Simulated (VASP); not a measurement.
# AlN (P6_3/mmc) in VASP: further runs

The runs below take AlN through single point, relaxation of cell and atoms, with LDA.

Everything below comes from runs of VASP 6.6.1. Logs are shortened: lines on timing, memory, paths and dates and some standing lists are left out, and cuts for length are marked.

## (1) The cell of the first run

The structure is hexagonal, space group P6_3/mmc (No. 194). Conventional cell: a = 3.268 Å, b = 3.268 Å, c = 4.086 Å, α = 90.00°, β = 90.00°, γ = 120.00°. Al (site symmetry -6m2) has 5 N at 1.89 to 2.04 Å within 2.5 Å. N (site symmetry -6m2) has 5 Al at 1.89 to 2.04 Å within 2.5 Å.

## (2) Single point, LDA

The input, INCAR:

```
SYSTEM = AlN
PREC = Accurate
ENCUT = 520
EDIFF = 1E-6
ISMEAR = 0
SIGMA = 0.01
LREAL = .False.
LASPH = .True.
NELM = 60
ALGO = Normal
ISIF = 2
LWAVE = .False.
LCHARG = .True.
GGA = CA
LELF = .True.
LVHAR = .True.
NBANDS = 16
```

The input, KPOINTS:

```
regular mesh
0
Gamma
  6 6 4
  0 0 0
```

The input, POSCAR:

```
AlN
1.0
    3.2676216256      0.0000000000      0.0000000000
   -1.6338108128      2.8298433378      0.0000000000
    0.0000000000      0.0000000000      4.0859999323
Al N
2 2
Direct
    0.3333333333      0.6666666667      0.7500000000
    0.6666666667      0.3333333333      0.2500000000
    0.3333333333      0.6666666667      0.2500000000
    0.6666666667      0.3333333333      0.7500000000
```

Potentials or basis: VASP PAW LDA potentials, release 64 (Al, N).

Run with:

```console
> cat potpaw_LDA.64/Al/POTCAR potpaw_LDA.64/N/POTCAR > POTCAR
> mpirun -np 1 vasp_std > vasp.out
```

OUTCAR:

```text
SYSTEM = AlN
   PREC = Accurate
   ENCUT = 520
   EDIFF = 1E-6
   ISMEAR = 0
   LREAL = .False.
   LASPH = .True.
   NELM = 60
   ISIF = 2
   GGA = CA

 ion  position               nearest neighbor table
   1  0.333  0.667  0.750-   4 1.89   4 1.89   4 1.89   3 2.04   3 2.04   2 2.78   2 2.78   2 2.78
                             2 2.78   2 2.78   2 2.78
   2  0.667  0.333  0.250-   3 1.89   3 1.89   3 1.89   4 2.04   4 2.04   1 2.78   1 2.78   1 2.78
                             1 2.78   1 2.78   1 2.78
   3  0.333  0.667  0.250-   2 1.89   2 1.89   2 1.89   1 2.04   1 2.04
   4  0.667  0.333  0.750-   1 1.89   1 1.89   1 1.89   2 2.04   2 2.04

  LATTYP: Found a hexagonal cell.
 ALAT       =     3.2676216256
 C/A-ratio  =     1.2504507561

  Lattice vectors:

 A1 = (   3.2676216256,   0.0000000000,   0.0000000000)
 A2 = (  -1.6338108128,   2.8298433378,   0.0000000000)
 A3 = (   0.0000000000,   0.0000000000,   4.0859999323)

Analysis of symmetry for initial positions (statically):
=====================================================================
 Subroutine PRICEL returns:
 Original cell was already a primitive cell.

 Routine SETGRP: Setting up the symmetry group for a
 hexagonal supercell.

 Subroutine GETGRP returns: Found 24 space group operations
 (whereof 12 operations were pure point group operations)
 out of a pool of 24 trial point group operations.

The static configuration has the point symmetry D_3d.
 The point group associated with its full space group is D_6h.

Analysis of symmetry for dynamics (positions and initial velocities):
=====================================================================
 Subroutine PRICEL returns:
 Original cell was already a primitive cell.

 Routine SETGRP: Setting up the symmetry group for a
 hexagonal supercell.

 Subroutine GETGRP returns: Found 24 space group operations
 (whereof 12 operations were pure point group operations)
 out of a pool of 24 trial point group operations.

The dynamic configuration has the point symmetry D_3d.
 The point group associated with its full space group is D_6h.

 Subroutine INISYM returns: Found 24 space group operations
 (whereof 12 operations are pure point group operations),
 and found     1 'primitive' translations

----------------------------------------------------------------------------------------

                                     Primitive cell

  volume of cell :      37.7827

  direct lattice vectors                    reciprocal lattice vectors
     3.267621626  0.000000000  0.000000000     0.306032985  0.176688226  0.000000000
    -1.633810813  2.829843338  0.000000000     0.000000000  0.353376453  0.000000000
     0.000000000  0.000000000  4.085999932     0.000000000  0.000000000  0.244738134

  length of vectors
     3.267621626  3.267621626  4.085999932     0.353376453  0.353376453  0.244738134

  position of ions in fractional coordinates (direct lattice)
     0.333333333  0.666666667  0.750000000
     0.666666667  0.333333333  0.250000000
     0.333333333  0.666666667  0.250000000
     0.666666667  0.333333333  0.750000000

  ion indices of the primitive-cell ions
   primitive index   ion index
                 1           1
                 2           2
                 3           3
                 4           4

----------------------------------------------------------------------------------------

 KPOINTS: regular mesh

Automatic generation of k-mesh.
 Grid dimensions read from file:
 generate k-points for:    6    6    4

 Generating k-lattice:

  Cartesian coordinates                     Fractional coordinates (reciprocal lattice)
     0.051005498  0.029448038  0.000000000     0.166666667  0.000000000  0.000000000
     0.000000000  0.058896075  0.000000000     0.000000000  0.166666667  0.000000000
     0.000000000  0.000000000  0.061184534     0.000000000  0.000000000  0.250000000

  Length of vectors
     0.058896075  0.058896075  0.061184534

  Shift w.r.t. Gamma in fractional coordinates (k-lattice)
     0.000000000  0.000000000  0.000000000

 Subroutine IBZKPT returns following result:
 ===========================================

 Found     21 irreducible k-points:

 Following reciprocal coordinates:
            Coordinates               Weight
  0.000000  0.000000  0.000000      1.000000
  0.166667  0.000000  0.000000      6.000000
  0.333333 -0.000000  0.000000      6.000000
  0.500000 -0.000000  0.000000      3.000000
  0.166667  0.166667  0.000000      6.000000
  0.333333  0.166667  0.000000     12.000000
[... 13 lines left out ...]
  0.333333  0.166667  0.500000     12.000000
  0.333333  0.333333  0.500000      2.000000
   k-points           NKPTS =     21   k-points in BZ     NKDIM =     21   number of bands    NBANDS=     16
   number of dos      NEDOS =    301   number of ions     NIONS =      4
   total plane-waves  NPLWV =  17280
   dimension x,y,z NGX =    24 NGY =   24 NGZ =   30
   dimension x,y,z NGXF=    48 NGYF=   48 NGZF=   60
   ions per type =               2   2
   NGX,Y,Z   is equivalent  to a cutoff of  12.21, 12.21, 12.21 a.u.
   NGXF,Y,Z  is equivalent  to a cutoff of  24.42, 24.42, 24.41 a.u.
 SYSTEM =  AlN
   PREC   = accura    normal or accurate (medium, high low for compatibility)
   ISTART =      0    job   : 0-new  1-cont  2-samecut
   ICHARG =      2    charge: 1-file 2-atom 10-const
   ISPIN  =      1    spin polarized calculation?
   LNONCOLLINEAR =      F non collinear calculations
   LSORBIT =      F    spin-orbit coupling
   LASPH  =      T    aspherical Exc in radial PAW
   ENCUT  =  520.0 eV  38.22 Ry    6.18 a.u.   6.08  6.08  7.60*2*pi/ulx,y,z
   NELM   =     60;   NELMIN=  2; NELMDL= -5     # of ELM steps
   EDIFF  = 0.1E-05   stopping-criterion for ELM
   LREAL  =      F    real-space projection
   EDIFFG = 0.1E-04   stopping-criterion for IOM
   NSW    =      0    number of steps for IOM
   IBRION =     -1    ionic relax: 0-MD 1-quasi-New 2-CG
   NFREE  =      0    steps in history (QN), initial steepest desc. (CG)
   ISIF   =      2    stress and relaxation
   ISYM   =      2    0-nonsym 1-usesym 2-fastsym
   POTIM  = 0.5000    time-step for ionic-motion
   TEBEG  =    0.0;   TEEND  =   0.0 temperature during run
   PSTRESS=    0.0 pullay stress
   NELECT =      16.0000    total number of electrons
   NUPDOWN=      -1.0000    fix difference up-down
   EMIN   =  10.00;   EMAX   =-10.00  energy-range for DOS
   EFERMI =   0.00;   METHOD = LEGACY
   ISMEAR =     0;   SIGMA  =   0.01  broadening in eV -4-tet -1-fermi 0-gaus
   EFERMI_NEDOS =   21; number of points for ismear=-14 and -15
   IALGO  =     38    algorithm
   IMIX   =      4    mixing-type and parameters
     AMIX     =   0.40;   BMIX     =  1.00
     AMIX_MAG =   1.60;   BMIX_MAG =  1.00
  volume/ion in A,a.u.               =       9.45        63.74
  Fermi-wavevector in a.u.,A,eV,Ry     =   1.229374  2.323180 20.563304  1.511360
  Thomas-Fermi vector in A             =   2.364264
   LORBIT       =      0    0 simple, 1 ext, 2 COOP (PROOUT), +10 PAW based schemes
   GGA     = CA    functional components
   LHFCALC =     F    Hartree Fock is set to
   AEXX    =    0.0000 exact exchange contribution
   IVDW    =     0    specifies the selected vdW correction
   LEPSILON=     F    determine dielectric tensor
   LRPA    =     F    only Hartree local field effects (RPA)
 non-spin polarized calculation
 Gauss-broadening in eV      SIGMA  =   0.01
  energy-cutoff  :      520.00
  volume of cell :       37.78
 maximum number of plane-waves:      1038
   NGX = 13   NGY = 13   NGZ = 15

 number of electron      15.9999996 magnetization

 Free energy of the ion-electron system (eV)
  ---------------------------------------------------
  ext. energy  EPLUGINS =         0.00000000
  ---------------------------------------------------
  free energy    TOTEN  =       -32.47912635 eV

  energy without entropy =      -32.47912635  energy(sigma->0) =      -32.47912635

 E-fermi :   8.3483     XC(G=0): -11.7157

 val. band max:        8.2335304820   @ k =   0.0000   0.0000   0.0000
 cond. band min:      11.9274268146   @ k =   0.0000   0.0000   0.0000
 fundamental gap:      3.6938963327
 Fermi energy:         8.3482655748

 k-point     1 :       0.0000    0.0000    0.0000
  band No.  band energies     occupation
      1      -8.7674      2.00000
      2      -4.7153      2.00000
      3       1.0763      2.00000
      4       4.8160      2.00000
      5       4.8160      2.00000
      6       6.5903      2.00000
[... 8 lines left out ...]
     15      20.2031      0.00000
     16      20.2031      0.00000

 k-point     2 :       0.1667    0.0000    0.0000
  band No.  band energies     occupation
      1      -8.4350      2.00000
      2      -4.7271      2.00000
      3       1.4234      2.00000
      4       3.7824      2.00000
      5       4.3983      2.00000
      6       5.6827      2.00000
[... 8 lines left out ...]
     15      19.1117      0.00000
     16      20.5186      0.00000

 k-point     3 :       0.3333   -0.0000    0.0000
  band No.  band energies     occupation
      1      -7.5437      2.00000
      2      -4.9891      2.00000
      3       2.2056      2.00000
      4       2.3846      2.00000
      5       3.7923      2.00000
      6       4.4538      2.00000
[... 8 lines left out ...]
     15      19.7100      0.00000
     16      21.5622      0.00000

 k-point     4 :       0.5000   -0.0000    0.0000
  band No.  band energies     occupation
      1      -6.7546      2.00000
      2      -5.4909      2.00000
      3       1.6079      2.00000
      4       3.2854      2.00000
      5       3.5478      2.00000
      6       3.9382      2.00000
[... 8 lines left out ...]
     15      21.6734      0.00000
     16      22.0208      0.00000
[... 267 lines left out ...]
 k-point    19 :       0.1667    0.1667    0.5000
  band No.  band energies     occupation
      1      -6.4953      2.00000
      2      -6.4953      2.00000
      3       2.0894      2.00000
      4       2.0894      2.00000
      5       4.6601      2.00000
      6       4.6601      2.00000
[... 8 lines left out ...]
     15      19.8171      0.00000
     16      19.8171      0.00000

 k-point    20 :       0.3333    0.1667    0.5000
  band No.  band energies     occupation
      1      -5.9450      2.00000
      2      -5.9450      2.00000
      3       1.0561      2.00000
      4       1.0561      2.00000
      5       3.8467      2.00000
      6       3.8467      2.00000
[... 8 lines left out ...]
     15      20.8518      0.00000
     16      20.8518      0.00000

 k-point    21 :       0.3333    0.3333    0.5000
  band No.  band energies     occupation
      1      -5.7459      2.00000
      2      -5.7459      2.00000
      3       1.1268      2.00000
      4       1.1268      2.00000
      5       2.8633      2.00000
      6       2.8633      2.00000
[... 8 lines left out ...]
     15      21.1507      0.00000
     16      21.1507      0.00000

------------------------ aborting loop because EDIFF is reached ----------------------------------------

  FORCE on cell =-STRESS in cart. coord.  units (eV):
  Direction    XX          YY          ZZ          XY          YZ          ZX
  --------------------------------------------------------------------------------------
  -------------------------------------------------------------------------------------
  Total        0.6407695      0.6407695      0.5771443      0.0000000      0.0000000      0.0000000
  in kB       27.1718926     27.1718926     24.4738610      0.0000000      0.0000000      0.0000000
  external PRESSURE =      26.2725487 kB  Pullay stress =       0.0000000 kB

 VOLUME and BASIS-vectors are now :
 -----------------------------------------------------------------------------
  energy-cutoff  :      520.00
  volume of cell :       37.78
      direct lattice vectors                 reciprocal lattice vectors
     3.267621626  0.000000000  0.000000000     0.306032985  0.176688226  0.000000000
    -1.633810813  2.829843338  0.000000000     0.000000000  0.353376453  0.000000000
     0.000000000  0.000000000  4.085999932     0.000000000  0.000000000  0.244738134

 POSITION                                       TOTAL-FORCE (eV/Angst)
 -----------------------------------------------------------------------------------
     -0.00000      1.88656      3.06450        -0.000000      0.000000      0.000000
      1.63381      0.94328      1.02150        -0.000000     -0.000000      0.000000
     -0.00000      1.88656      1.02150         0.000000      0.000000      0.000000
      1.63381      0.94328      3.06450        -0.000000     -0.000000      0.000000
 -----------------------------------------------------------------------------------
    total drift:                               -0.000000      0.000000      0.000000

  FREE ENERGIE OF THE ION-ELECTRON SYSTEM (eV)
  ---------------------------------------------------
  free  energy   TOTEN  =       -32.4791263543 eV

  energy  without entropy=      -32.4791263543  energy(sigma->0) =      -32.47912635
```

Wall time 5.3 s (1 thread of Intel Xeon 6975P-C, shared host); peak memory 0.13 GiB.

Results:

```yaml
Free_energy: -32.4791 eV
Pressure: 2.6 GPa
Band_gap_on_the_k_mesh: 3.69 eV, direct
```

Stress tensor (GPa, compression positive):
```
2.72 0.00 0.00
0.00 2.72 0.00
0.00 0.00 2.45
```

[end of part 1 of 2]
